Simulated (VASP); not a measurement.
# H (I4/mmm) in VASP: further runs

H is run at these levels: LDA; tasks: single point.

Everything below comes from runs of VASP 6.6.1. Logs are shortened: lines on timing, memory, paths and dates and some standing lists are left out, and cuts for length are marked.

## (1) The cell of the first run

The structure is tetragonal, space group I4/mmm (No. 139). The conventional cell has a = 2.850 Å, b = 2.850 Å, c = 3.900 Å, α = 90.00°, β = 90.00°, γ = 90.00°. H (site symmetry 4mm) has 1 H at 0.77 Å within 1.1 Å.

## (2) Single point, LDA

INCAR

```
PREC = Accurate
ENCUT = 520
EDIFF = 1E-7
ISMEAR = 0
SIGMA = 0.1
LREAL = False
LASPH = True
NELM = 100
ALGO = Normal
ISIF = 2
LWAVE = False
LCHARG = True
GGA = CA
LELF = True
LVHAR = True
NBANDS = 8
```

KPOINTS

```
regular mesh
0
Gamma
  8 8 8
```

POSCAR

```
H
1.0
   -1.4250932293      1.4250932293      1.9499638287
    1.4250932293     -1.4250932293      1.9499638287
    1.4250932293      1.4250932293     -1.9499638287
H
2
Direct
    0.9012150945      0.9012150945      0.0000000000
    0.0987849055      0.0987849055      0.0000000000
```

Potentials or basis: VASP PAW LDA potentials, release 64 (H).

On the command line:

```bash
$ cat potpaw_LDA.64/H/POTCAR > POTCAR
$ mpirun -np 1 vasp_std > vasp.out
```

OUTCAR:

```text
PREC = Accurate
   ENCUT = 520
   EDIFF = 1E-7
   ISMEAR = 0
   LREAL = False
   LASPH = True
   NELM = 100
   ISIF = 2
   GGA = CA

 ion  position               nearest neighbor table
   1  0.901  0.901  0.000-   2 0.77
   2  0.099  0.099  0.000-   1 0.77

  LATTYP: Found a body centered tetragonal cell.
 ALAT       =     2.8501864586
 C/A-ratio  =     1.3683061491

  Lattice vectors:

 A1 = (  -1.4250932293,   1.4250932293,   1.9499638287)
 A2 = (   1.4250932293,  -1.4250932293,   1.9499638287)
 A3 = (   1.4250932293,   1.4250932293,  -1.9499638287)

Analysis of symmetry for initial positions (statically):
=====================================================================
 Subroutine PRICEL returns:
 Original cell was already a primitive cell.

 Routine SETGRP: Setting up the symmetry group for a
 body centered tetragonal supercell.

 Subroutine GETGRP returns: Found 16 space group operations
 (whereof 16 operations were pure point group operations)
 out of a pool of 16 trial point group operations.

The static configuration has the point symmetry D_4h.

Analysis of symmetry for dynamics (positions and initial velocities):
=====================================================================
 Subroutine PRICEL returns:
 Original cell was already a primitive cell.

 Routine SETGRP: Setting up the symmetry group for a
 body centered tetragonal supercell.

 Subroutine GETGRP returns: Found 16 space group operations
 (whereof 16 operations were pure point group operations)
 out of a pool of 16 trial point group operations.

The dynamic configuration has the point symmetry D_4h.

 Subroutine INISYM returns: Found 16 space group operations
 (whereof 16 operations are pure point group operations),
 and found     1 'primitive' translations

----------------------------------------------------------------------------------------

                                     Primitive cell

  volume of cell :      15.8407

  direct lattice vectors                    reciprocal lattice vectors
    -1.425093229  1.425093229  1.949963829     0.000000000  0.350854239  0.256415013
     1.425093229 -1.425093229  1.949963829     0.350854239  0.000000000  0.256415013
     1.425093229  1.425093229 -1.949963829     0.350854239  0.350854239  0.000000000

  length of vectors
     2.804307465  2.804307465  2.804307465     0.434565709  0.434565709  0.496182823

  position of ions in fractional coordinates (direct lattice)
     0.901215095  0.901215095  0.000000000
     0.098784905  0.098784905  0.000000000

  ion indices of the primitive-cell ions
   primitive index   ion index
                 1           1
                 2           2

----------------------------------------------------------------------------------------

 KPOINTS: regular mesh

Automatic generation of k-mesh.
 Grid dimensions read from file:
 generate k-points for:    8    8    8

 Generating k-lattice:

  Cartesian coordinates                     Fractional coordinates (reciprocal lattice)
     0.000000000  0.043856780  0.032051877     0.125000000  0.000000000  0.000000000
     0.043856780  0.000000000  0.032051877     0.000000000  0.125000000  0.000000000
     0.043856780  0.043856780  0.000000000     0.000000000  0.000000000  0.125000000

  Length of vectors
     0.054320714  0.054320714  0.062022853

  Shift w.r.t. Gamma in fractional coordinates (k-lattice)
     0.000000000  0.000000000  0.000000000

 Subroutine IBZKPT returns following result:
 ===========================================

 Found     59 irreducible k-points:

 Following reciprocal coordinates:
            Coordinates               Weight
  0.000000  0.000000  0.000000      1.000000
  0.125000  0.000000 -0.000000      8.000000
  0.250000  0.000000 -0.000000      8.000000
  0.375000  0.000000 -0.000000      8.000000
  0.500000  0.000000 -0.000000      4.000000
  0.125000  0.125000 -0.000000      8.000000
[... 16 lines left out ...]
  0.250000  0.125000  0.125000     16.000000
  0.375000  0.125000  0.125000      8.000000
 [... further k-points ...]
   k-points           NKPTS =     59   k-points in BZ     NKDIM =     59   number of bands    NBANDS=      8
   number of dos      NEDOS =    301   number of ions     NIONS =      2
   total plane-waves  NPLWV =  13824
   dimension x,y,z NGX =    24 NGY =   24 NGZ =   24
   dimension x,y,z NGXF=    48 NGYF=   48 NGZF=   48
   ions per type =               2
   NGX,Y,Z   is equivalent  to a cutoff of  14.23, 14.23, 14.23 a.u.
   NGXF,Y,Z  is equivalent  to a cutoff of  28.46, 28.46, 28.46 a.u.
 SYSTEM =  unknown system
   PREC   = accura    normal or accurate (medium, high low for compatibility)
   ISTART =      0    job   : 0-new  1-cont  2-samecut
   ICHARG =      2    charge: 1-file 2-atom 10-const
   ISPIN  =      1    spin polarized calculation?
   LNONCOLLINEAR =      F non collinear calculations
   LSORBIT =      F    spin-orbit coupling
   LASPH  =      T    aspherical Exc in radial PAW
   ENCUT  =  520.0 eV  38.22 Ry    6.18 a.u.   5.21  5.21  5.21*2*pi/ulx,y,z
   NELM   =    100;   NELMIN=  2; NELMDL= -5     # of ELM steps
   EDIFF  = 0.1E-06   stopping-criterion for ELM
   LREAL  =      F    real-space projection
   EDIFFG = 0.1E-05   stopping-criterion for IOM
   NSW    =      0    number of steps for IOM
   IBRION =     -1    ionic relax: 0-MD 1-quasi-New 2-CG
   NFREE  =      0    steps in history (QN), initial steepest desc. (CG)
   ISIF   =      2    stress and relaxation
   ISYM   =      2    0-nonsym 1-usesym 2-fastsym
   POTIM  = 0.5000    time-step for ionic-motion
   TEBEG  =    0.0;   TEEND  =   0.0 temperature during run
   PSTRESS=    0.0 pullay stress
   NELECT =       2.0000    total number of electrons
   NUPDOWN=      -1.0000    fix difference up-down
   EMIN   =  10.00;   EMAX   =-10.00  energy-range for DOS
   EFERMI =   0.00;   METHOD = LEGACY
   ISMEAR =     0;   SIGMA  =   0.10  broadening in eV -4-tet -1-fermi 0-gaus
   EFERMI_NEDOS =   21; number of points for ismear=-14 and -15
   IALGO  =     38    algorithm
   IMIX   =      4    mixing-type and parameters
     AMIX     =   0.40;   BMIX     =  1.00
     AMIX_MAG =   1.60;   BMIX_MAG =  1.00
  volume/ion in A,a.u.               =       7.92        53.45
  Fermi-wavevector in a.u.,A,eV,Ry     =   0.821285  1.552003  9.177249  0.674509
  Thomas-Fermi vector in A             =   1.932417
   LORBIT       =      0    0 simple, 1 ext, 2 COOP (PROOUT), +10 PAW based schemes
   GGA     = CA    functional components
   LHFCALC =     F    Hartree Fock is set to
   AEXX    =    0.0000 exact exchange contribution
   IVDW    =     0    specifies the selected vdW correction
   LEPSILON=     F    determine dielectric tensor
   LRPA    =     F    only Hartree local field effects (RPA)
 non-spin polarized calculation
 Gauss-broadening in eV      SIGMA  =   0.10
  energy-cutoff  :      520.00
  volume of cell :       15.84
 maximum number of plane-waves:       440
 NGX is ok and might be reduce to    24
   NGX = 11   NGY = 11   NGZ = 11

 number of electron       2.0000000 magnetization

 Free energy of the ion-electron system (eV)
  ---------------------------------------------------
  ext. energy  EPLUGINS =         0.00000000
  ---------------------------------------------------
  free energy    TOTEN  =        -6.81012719 eV

  energy without entropy =       -6.81012719  energy(sigma->0) =       -6.81012719

 E-fermi :  -6.0651     XC(G=0):  -7.1812

 val. band max:       -6.5845717060   @ k =   0.5000   0.5000   0.5000
 cond. band min:       0.6859993196   @ k =   0.5000   0.0000  -0.0000
 fundamental gap:      7.2705710256
 Fermi energy:        -6.0650518831

 k-point     1 :       0.0000    0.0000    0.0000
  band No.  band energies     occupation
      1     -11.1975      2.00000
      2       9.6734      0.00000
      3      12.2962      0.00000
      4      20.4447      0.00000
      5      20.4447      0.00000
      6      22.0223      0.00000
      7      22.0223      0.00000
      8      23.6851      0.00000

 k-point     2 :       0.1250    0.0000   -0.0000
  band No.  band energies     occupation
      1     -10.8702      2.00000
      2       7.9739      0.00000
      3      12.8308      0.00000
      4      17.6679      0.00000
      5      19.0821      0.00000
      6      22.5656      0.00000
      7      23.8226      0.00000
      8      24.1147      0.00000

 k-point     3 :       0.2500    0.0000   -0.0000
  band No.  band energies     occupation
      1      -9.9523      2.00000
      2       4.8723      0.00000
      3      13.0547      0.00000
      4      15.0697      0.00000
      5      17.8832      0.00000
      6      22.7810      0.00000
      7      23.0044      0.00000
      8      24.2732      0.00000

 k-point     4 :       0.3750    0.0000   -0.0000
  band No.  band energies     occupation
      1      -8.7329      2.00000
      2       1.9757      0.00000
      3      12.7945      0.00000
      4      13.9686      0.00000
      5      17.3432      0.00000
      6      21.1043      0.00000
      7      21.3530      0.00000
      8      22.3635      0.00000

 k-point     5 :       0.5000    0.0000   -0.0000
  band No.  band energies     occupation
      1      -8.0548      2.00000
      2       0.6860      0.00000
      3      12.5686      0.00000
      4      13.7745      0.00000
      5      17.2401      0.00000
      6      20.3605      0.00000
      7      20.8412      0.00000
      8      21.6270      0.00000

 k-point     6 :       0.1250    0.1250   -0.0000
  band No.  band energies     occupation
      1     -10.3274      2.00000
      2       5.9929      0.00000
      3      14.0897      0.00000
      4      14.2833      0.00000
      5      18.6960      0.00000
      6      23.2273      0.00000
      7      23.3097      0.00000
      8      24.0634      0.00000

 k-point     7 :       0.2500    0.1250   -0.0000
  band No.  band energies     occupation
      1      -9.2779      2.00000
      2       3.5422      0.00000
      3      11.4092      0.00000
      4      14.4830      0.00000
      5      17.7640      0.00000
      6      21.1292      0.00000
      7      22.4456      0.00000
      8      25.8275      0.00000

 k-point     8 :       0.3750    0.1250   -0.0000
  band No.  band energies     occupation
      1      -8.1687      2.00000
      2       1.4731      0.00000
      3      10.2406      0.00000
      4      13.8960      0.00000
      5      16.7693      0.00000
      6      20.1992      0.00000
      7      21.9327      0.00000
      8      26.7659      0.00000

 k-point     9 :       0.5000    0.1250    0.0000
  band No.  band energies     occupation
      1      -7.9828      2.00000
      2       1.2590      0.00000
      3      10.1123      0.00000
      4      13.3541      0.00000
      5      16.4090      0.00000
      6      20.2648      0.00000
      7      22.5879      0.00000
      8      26.2615      0.00000

 k-point    10 :      -0.3750    0.1250    0.0000
  band No.  band energies     occupation
      1      -8.9477      2.00000
      2       3.2823      0.00000
      3      10.4960      0.00000
      4      13.5201      0.00000
      5      17.0918      0.00000
      6      20.9518      0.00000
      7      23.5033      0.00000
      8      24.8641      0.00000
[... 78 lines left out ...]
 k-point    18 :       0.3750    0.3750   -0.0000
  band No.  band energies     occupation
      1      -7.2070      2.00000
      2       3.7119      0.00000
      3       4.6902      0.00000
      4      11.3749      0.00000
      5      12.8818      0.00000
      6      21.9104      0.00000
      7      27.0903      0.00000
      8      29.1150      0.00000

 k-point    19 :       0.5000    0.3750   -0.0000
  band No.  band energies     occupation
      1      -7.4675      2.00000
      2       3.8772      0.00000
      3       6.3600      0.00000
      4      10.8788      0.00000
      5      12.4479      0.00000
      6      17.0990      0.00000
      7      29.6235      0.00000
      8      31.5721      0.00000

 k-point    20 :      -0.3750    0.3750    0.0000
  band No.  band energies     occupation
      1      -8.1218      2.00000
      2       4.4558      0.00000
      3       7.9555      0.00000
      4      11.7871      0.00000
      5      13.5335      0.00000
      6      14.2975      0.00000
      7      30.5696      0.00000
      8      31.9846      0.00000

 k-point    21 :       0.5000    0.5000   -0.0000
  band No.  band energies     occupation
      1      -7.3176      2.00000
      2       3.5038      0.00000
      3       7.4844      0.00000
      4      10.3526      0.00000
      5      12.9741      0.00000
      6      13.7228      0.00000
      7      33.2090      0.00000
      8      34.2081      0.00000

 k-point    22 :       0.1250    0.1250    0.1250
  band No.  band energies     occupation
      1      -9.2443      2.00000
      2       4.4389      0.00000
      3      11.3018      0.00000
      4      11.3749      0.00000
      5      17.6902      0.00000
      6      21.1120      0.00000
      7      22.0106      0.00000
      8      27.1598      0.00000

 k-point    23 :       0.2500    0.1250    0.1250
  band No.  band energies     occupation
      1      -8.1834      2.00000
      2       2.6507      0.00000
      3       9.0638      0.00000
      4      10.7549      0.00000
      5      17.6857      0.00000
      6      20.4747      0.00000
      7      24.2869      0.00000
      8      26.7008      0.00000

 k-point    24 :       0.3750    0.1250    0.1250
  band No.  band energies     occupation
      1      -7.6276      2.00000
      2       1.7799      0.00000
      3       8.3925      0.00000
      4      10.3790      0.00000
      5      18.0260      0.00000
      6      19.5198      0.00000
      7      26.3945      0.00000
      8      28.8477      0.00000

 [... further k-points ...]
[... 5 lines left out ...]
  --------------------------------------------------------------------------------------
  -------------------------------------------------------------------------------------
  Total       -0.0438703     -0.0438703     -0.0222109      0.0000000     -0.0000000      0.0000000
  in kB       -4.4371904     -4.4371904     -2.2464865      0.0000000     -0.0000000      0.0000000
  external PRESSURE =      -3.7069557 kB  Pullay stress =       0.0000000 kB

 VOLUME and BASIS-vectors are now :
 -----------------------------------------------------------------------------
  energy-cutoff  :      520.00
  volume of cell :       15.84
      direct lattice vectors                 reciprocal lattice vectors
    -1.425093229  1.425093229  1.949963829     0.000000000  0.350854239  0.256415013
     1.425093229 -1.425093229  1.949963829     0.350854239  0.000000000  0.256415013
     1.425093229  1.425093229 -1.949963829     0.350854239  0.350854239  0.000000000

 POSITION                                       TOTAL-FORCE (eV/Angst)
 -----------------------------------------------------------------------------------
      0.00000      0.00000      3.51467         0.000000      0.000000     -0.034556
      0.00000      0.00000      0.38525        -0.000000     -0.000000      0.034556
 -----------------------------------------------------------------------------------
    total drift:                               -0.000000     -0.000000      0.000000

  FREE ENERGIE OF THE ION-ELECTRON SYSTEM (eV)
  ---------------------------------------------------
  free  energy   TOTEN  =        -6.8101271854 eV

  energy  without entropy=       -6.8101271854  energy(sigma->0) =       -6.81012719
```

Run time: 2.6 s. Hardware: 1 thread of Intel Xeon 6975P-C (Granite Rapids), shared host; peak memory 0.12 GiB.

Results:

- Free energy: -6.8101 eV
- Pressure: -0.4 GPa
- Largest force: 0.035 eV/Å
- Band gap on the k mesh: 7.27 eV, indirect (least direct gap 7.79 eV)

Forces in eV/Å, atoms in the order of the input:
```
H    0.000  0.000 -0.035
H    0.000  0.000  0.035
```

## (3) Single point, LDA

This run uses another cell than the first one, of 7.68 Å³/atom, 0.969 times its volume.

INCAR

```
SYSTEM = H
ALGO     = Normal         ! electronic algorithm
EDIFF    = 1E-6           ! SCF threshold, eV
ENCUT    = 520            ! plane-wave cutoff, eV
ISIF     = 2              ! what is computed and relaxed
ISMEAR   = 0              ! smearing method
LASPH    = .True.         ! aspherical terms in the spheres
LCHARG   = .False.        ! write CHGCAR
LREAL    = .False.        ! projectors in reciprocal space
LWAVE    = .False.        ! write WAVECAR
NBANDS   = 8              ! bands
NELM     = 60             ! most SCF steps
PREC     = Accurate       ! precision mode
SIGMA    = 0.01           ! smearing width, eV
```

KPOINTS

```
k-points
0
Gamma
  12 12 12
  0 0 0
```

POSCAR

```
H
1.0
   -1.4101864863      1.4101864863      1.9306382503
    1.4101864863     -1.4101864863      1.9306382503
    1.4101864863      1.4101864863     -1.9306382503
H
2
Direct
    0.9001528111      0.9001528111      0.0000000000
    0.0998471889      0.0998471889      0.0000000000
```

Potentials or basis: VASP PAW LDA potentials, release 64 (H).

On the command line:

```bash
$ cat potpaw_LDA.64/H/POTCAR > POTCAR
$ mpirun -np 1 vasp_std > vasp.out
```

Wall time 4.8 s (1 thread of Intel Xeon 6975P-C (Granite Rapids), shared host); peak memory 0.12 GiB.

The run converged. Its results:

- Free energy: -6.8105 eV
- Pressure: -0.3 GPa
- Largest force: 0.016 eV/Å
- Band gap on the k mesh: 7.17 eV, indirect (least direct gap 7.70 eV)

Forces on the atoms (eV/Å):
```
H    0.000  0.000 -0.016
H    0.000  0.000  0.016
```

Stress tensor (GPa, compression positive):
```
-0.29  0.00  0.00
 0.00 -0.29  0.00
 0.00  0.00 -0.21
```

Levels at points of the mesh, in eV from the valence-band top:
```tsv
k point	band 1	band 2	band 3	band 4	band 5
(0.00, 0.00, 0.00)	-4.82	16.55	19.07	27.39	27.39
(0.50, 0.00, 0.00)	-1.54	7.17	19.40	20.58	24.11
(0.50, 0.50, 0.00)	-0.77	10.06	14.13	17.07	19.74
(0.50, 0.50, 0.50)	0.00	7.70	15.60	18.34	18.34
```

A k mesh can miss the band edges. Expect the measured gap to be larger: semilocal functionals such as LDA lack the derivative discontinuity.

(Part 1 of 2 ends here.)
